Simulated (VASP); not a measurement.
# SmF2 (P-3m1) in VASP: further runs

The runs below take SmF2 through single point, with PBEsol.

Program: VASP 6.6.1. These are calculated values, not measurements. Logs are shortened: lines on timing, memory, paths and dates and some standing lists are left out, and cuts for length are marked.

## 1. The cell of the first run

The structure is trigonal, space group P-3m1 (No. 164). The conventional cell has a = 3.876 Å, b = 3.876 Å, c = 4.542 Å, α = 90.00°, β = 90.00°, γ = 120.00°. Within 3.2 Å of Sm (site symmetry -3m) lie 6 F at 2.41 Å. F (site symmetry 3m) has 3 Sm at 2.41 Å and 3 F at 2.87 Å within 3.2 Å.

## 2. Single point, PBEsol, collinear spin, ferromagnetic start

Contents of INCAR:

```
PREC = Accurate
ENCUT = 520
EDIFF = 1E-6
ISMEAR = 0
SIGMA = 0.05
LREAL = F
LASPH = T
NELM = 150
ALGO = Normal
ISIF = 2
LWAVE = F
LCHARG = F
ISPIN = 2
MAGMOM = 6 0 0
LORBIT = 11
LMAXMIX = 6
GGA = PS
NBANDS = 26
```

Contents of KPOINTS:

```
Automatic mesh
0
Gamma
  10 10 6
```

Contents of POSCAR:

```
SmF2
1.0
    3.8763739756      0.0000000000      0.0000000000
   -1.9381869878      3.3570383375      0.0000000000
    0.0000000000      0.0000000000      4.5420332585
Sm F
1 2
Direct
    0.0000000000      0.0000000000      0.0000000000
    0.3333333333      0.6666666667      0.1974084676
    0.6666666667      0.3333333333      0.8025915324
```

Potentials or basis: VASP PAW PBE potentials, release 64 (Sm, F).

On the command line:

```bash
$ cat potpaw_PBE.64/Sm/POTCAR potpaw_PBE.64/F/POTCAR > POTCAR
$ mpirun -np 1 vasp_std > vasp.out
```

OUTCAR:

```text
PREC = Accurate
   ENCUT = 520
   EDIFF = 1E-6
   ISMEAR = 0
   LREAL = F
   LASPH = T
   NELM = 150
   ISIF = 2
   ISPIN = 2
   LORBIT = 11
   GGA = PS

 ion  position               nearest neighbor table
   1  0.000  0.000  0.000-   2 2.41   3 2.41   3 2.41   2 2.41   3 2.41   2 2.41
   2  0.333  0.667  0.197-   1 2.41   1 2.41   1 2.41
   3  0.667  0.333  0.803-   1 2.41   1 2.41   1 2.41

  LATTYP: Found a hexagonal cell.
 ALAT       =     3.8763739756
 C/A-ratio  =     1.1717221525

  Lattice vectors:

 A1 = (   3.8763739756,   0.0000000000,   0.0000000000)
 A2 = (  -1.9381869878,   3.3570383375,   0.0000000000)
 A3 = (   0.0000000000,   0.0000000000,   4.5420332585)

Analysis of symmetry for initial positions (statically):
=====================================================================
 Subroutine PRICEL returns:
 Original cell was already a primitive cell.

 Routine SETGRP: Setting up the symmetry group for a
 hexagonal supercell.

 Subroutine GETGRP returns: Found 12 space group operations
 (whereof 12 operations were pure point group operations)
 out of a pool of 24 trial point group operations.

The static configuration has the point symmetry D_3d.

Analysis of symmetry for dynamics (positions and initial velocities):
=====================================================================
 Subroutine PRICEL returns:
 Original cell was already a primitive cell.

 Routine SETGRP: Setting up the symmetry group for a
 hexagonal supercell.

 Subroutine GETGRP returns: Found 12 space group operations
 (whereof 12 operations were pure point group operations)
 out of a pool of 24 trial point group operations.

The dynamic configuration has the point symmetry D_3d.

Analysis of structural, dynamic, and magnetic symmetry:
=====================================================================
 Subroutine PRICEL returns:
 Original cell was already a primitive cell.

 Routine SETGRP: Setting up the symmetry group for a
 hexagonal supercell.

 Subroutine GETGRP returns: Found 12 space group operations
 (whereof 12 operations were pure point group operations)
 out of a pool of 24 trial point group operations.

The overall configuration has the point symmetry D_3d.

 Subroutine INISYM returns: Found 12 space group operations
 (whereof 12 operations are pure point group operations),
 and found     1 'primitive' translations

[... 120 lines left out ...]
   LORBIT       =     11    0 simple, 1 ext, 2 COOP (PROOUT), +10 PAW based schemes
   GGA     = PS    functional components
   LHFCALC =     F    Hartree Fock is set to
   AEXX    =    0.0000 exact exchange contribution
   IVDW    =     0    specifies the selected vdW correction
   LEPSILON=     F    determine dielectric tensor
   LRPA    =     F    only Hartree local field effects (RPA)
 spin polarized calculation
 Gauss-broadening in eV      SIGMA  =   0.05
  energy-cutoff  :      520.00
  volume of cell :       59.11
 maximum number of plane-waves:      1606
 NGX is ok and might be reduce to    30
   NGX = 15   NGY = 15   NGZ = 17

 number of electron      29.9999986 magnetization       5.9701777

 Free energy of the ion-electron system (eV)
  ---------------------------------------------------
  ext. energy  EPLUGINS =         0.00000000
  ---------------------------------------------------
  free energy    TOTEN  =       -24.14933931 eV

  energy without entropy =      -24.13868251  energy(sigma->0) =      -24.14401091

 E-fermi :   3.3266     XC(G=0):  -8.9344

 val. band max:        3.3262349554   @ k =   0.0000   0.1000   0.3333
 cond. band min:       3.3266442150   @ k =   0.1000   0.0000   0.0000
 fundamental gap:      0.0004092597
 Fermi energy:         3.3266097865

 spin component 1

 k-point     1 :       0.0000    0.0000    0.0000
  band No.  band energies     occupation
      1     -37.2903      1.00000
      2     -22.4111      1.00000
      3     -22.3235      1.00000
      4     -16.9041      1.00000
      5     -16.9041      1.00000
      6     -16.7275      1.00000
[... 685 lines left out ...]
     25       9.1723      0.00000
     26      10.3631      0.00000

 [... further k-points ...]

 spin component 2

 k-point     1 :       0.0000    0.0000    0.0000
  band No.  band energies     occupation
      1     -34.7003      1.00000
      2     -22.3830      1.00000
      3     -22.3003      1.00000
      4     -15.0075      1.00000
      5     -15.0075      1.00000
      6     -14.7809      1.00000
[... 685 lines left out ...]
     25      10.1409      0.00000
     26      11.3155      0.00000

 [... further k-points ...]

------------------------ aborting loop because EDIFF is reached ----------------------------------------

  FORCE on cell =-STRESS in cart. coord.  units (eV):
  Direction    XX          YY          ZZ          XY          YZ          ZX
  --------------------------------------------------------------------------------------
  -------------------------------------------------------------------------------------
  Total       -0.0562803     -0.0562803     -0.2029024      0.0000000      0.0000000      0.0000000
  in kB       -1.5255798     -1.5255798     -5.5000349      0.0000000      0.0000000      0.0000000
  external PRESSURE =      -2.8503982 kB  Pullay stress =       0.0000000 kB

 VOLUME and BASIS-vectors are now :
 -----------------------------------------------------------------------------
  energy-cutoff  :      520.00
  volume of cell :       59.11
      direct lattice vectors                 reciprocal lattice vectors
     3.876373976  0.000000000  0.000000000     0.257973046  0.148940807  0.000000000
    -1.938186988  3.357038338  0.000000000     0.000000000  0.297881615  0.000000000
     0.000000000  0.000000000  4.542033259     0.000000000  0.000000000  0.220165715

 POSITION                                       TOTAL-FORCE (eV/Angst)
 -----------------------------------------------------------------------------------
      0.00000      0.00000      0.00000         0.000000      0.000000      0.000000
     -0.00000      2.23803      0.89664        -0.000000     -0.000000     -0.018617
      1.93819      1.11901      3.64540         0.000000      0.000000      0.018617
 -----------------------------------------------------------------------------------
    total drift:                                0.000000     -0.000000      0.000000

  FREE ENERGIE OF THE ION-ELECTRON SYSTEM (eV)
  ---------------------------------------------------
  free  energy   TOTEN  =       -24.1493393088 eV

  energy  without entropy=      -24.1386825106  energy(sigma->0) =      -24.14401091

 total charge

# of ion       s       p       d       f       tot
--------------------------------------------------
    1        2.017   5.688   0.258   5.709  13.673
    2        1.735   4.348   0.000   0.000   6.083
    3        1.735   4.348   0.000   0.000   6.083
--------------------------------------------------
tot          5.488  14.383   0.258   5.709  25.839

 magnetization (x)

# of ion       s       p       d       f       tot
--------------------------------------------------
    1       -0.012  -0.090   0.044   5.645   5.588
    2        0.001  -0.014   0.000   0.000  -0.014
    3        0.001  -0.014   0.000   0.000  -0.014
--------------------------------------------------
tot         -0.010  -0.119   0.044   5.645   5.560
```

stdout:

```text
POSCAR found type information on POSCAR SmF
 POSCAR found :  2 types and       3 ions
 scaLAPACK will be used
 -----------------------------------------------------------------------------
|                                                                             |
|                                                                             |
|     You enforced a specific xc type in the INCAR file but a different       |
|     I HOPE YOU KNOW WHAT YOU ARE DOING!                                     |
|                                                                             |
 -----------------------------------------------------------------------------

 LDA part: xc-table for (Slater+PW92), standard interpolation
 POSCAR, INCAR and KPOINTS ok, starting setup
 FFT: planning ... GRIDC
 FFT: planning ... GRID_SOFT
 FFT: planning ... GRID
 WAVECAR not read
 entering main loop
```

Wall time 4.7 min (1 thread of Intel Xeon 6975P-C (Granite Rapids), shared host); peak memory 0.34 GiB.

Results:

```yaml
Free_energy: -24.1493 eV
Pressure: -0.3 GPa
Largest_force: 0.019 eV/Å
Band_gap_on_the_k_mesh: zero (filled and empty bands overlap)
Net_moment: 5.97 μB per cell
Site_moments: Sm +5.59; F -0.01 μB
Valence_electrons_inside_the_program's_atomic_spheres: Sm 13.67; F 6.08
```

Forces in eV/Å, atoms in the order of the input:
```
Sm   0.000  0.000  0.000
F    0.000  0.000 -0.019
F    0.000  0.000  0.019
```

Stress tensor (GPa, compression positive):
```
-0.15  0.00  0.00
 0.00 -0.15  0.00
 0.00  0.00 -0.55
```

Caveat: the magnetic or orbital state may not be the lowest; the PAW data sets were made with another functional, which shifts forces and pressure a little; spin-orbit coupling is left out, which moves the levels of the heavy elements; semilocal functionals describe open f shells poorly, which spoils levels, moments and volumes.

## 3. Single point, PBEsol, collinear spin, ferromagnetic start

Contents of INCAR:

```
SYSTEM = SmF2
  ALGO = Normal
  EDIFF = 1E-6
  ENCUT = 520
  GGA = PS
  ISIF = 2
  ISMEAR = 0
  ISPIN = 2
  LASPH = .TRUE.
  LCHARG = .FALSE.
  LMAXMIX = 6
  LORBIT = 11
  LREAL = .FALSE.
  LWAVE = .FALSE.
  MAGMOM = 6.14 0 0
  NBANDS = 26
  NELM = 150
  PREC = Accurate
  SIGMA = 0.05
```

Contents of KPOINTS:

```
k-points
0
G
  10 10 6
  0 0 0
```

POSCAR is that of step 2.

Potentials or basis: VASP PAW PBE potentials, release 64 (Sm, F).

On the command line:

```bash
$ cat potpaw_PBE.64/Sm/POTCAR potpaw_PBE.64/F/POTCAR > POTCAR
$ mpirun -np 1 vasp_std > vasp.out
```

Wall time 3.8 min (1 thread of Intel Xeon 6975P-C (Granite Rapids), shared host); peak memory 0.35 GiB.

The run converged. Its results:

```yaml
Free_energy: -24.1493 eV
Pressure: -0.3 GPa
Largest_force: 0.019 eV/Å
Band_gap_on_the_k_mesh: zero (filled and empty bands overlap)
Net_moment: 5.97 μB per cell
Site_moments: Sm +5.59; F -0.01 μB
Valence_electrons_inside_the_program's_atomic_spheres: Sm 13.67; F 6.08
```

Forces on the atoms (eV/Å):
```
Sm   0.000  0.000  0.000
F    0.000  0.000 -0.019
F    0.000  0.000  0.019
```

Stress tensor (GPa, compression positive):
```
-0.15  0.00  0.00
 0.00 -0.15  0.00
 0.00  0.00 -0.55
```

Levels at points of the mesh, in eV from the Fermi level:
Spin up:
```
           k point  band 15  band 16  band 17  band 18  band 19  band 20  band 21  band 22
(0.00, 0.00, 0.00)    -0.31    -0.31    -0.24     0.01     0.01     0.10     2.64     2.64
(0.50, 0.00, 0.00)    -0.32    -0.22    -0.08    -0.06     0.12     0.26     1.43     3.67
(0.00, 0.00, 0.50)    -0.29    -0.26     0.02     0.02     0.08     1.65     2.27     2.27
(0.50, 0.00, 0.50)    -0.30    -0.19    -0.13    -0.04     0.06     1.23     3.08     3.25
```
Spin down:
```tsv
k point	band 8	band 9	band 10	band 11	band 12	band 13	band 14	band 15	band 16	band 17
(0.00, 0.00, 0.00)	-8.27	-7.85	-6.71	-6.71	-6.70	-0.44	3.24	3.49	3.61	3.65
(0.50, 0.00, 0.00)	-7.46	-7.01	-6.98	-6.97	-6.91	1.16	2.19	2.92	3.43	3.55
(0.00, 0.00, 0.50)	-8.22	-7.52	-7.21	-6.78	-6.78	2.21	3.14	3.24	3.24	3.25
(0.50, 0.00, 0.50)	-7.58	-7.18	-6.89	-6.85	-6.67	1.92	2.91	3.53	3.56	3.78
```

Caveat: the magnetic or orbital state may not be the lowest; the PAW data sets were made with another functional, which shifts forces and pressure a little; spin-orbit coupling is left out, which moves the levels of the heavy elements; semilocal functionals describe open f shells poorly, which spoils levels, moments and volumes. With open d or f shells a metallic result of PBEsol can be an artefact of self-interaction; +U or a hybrid may open a gap.
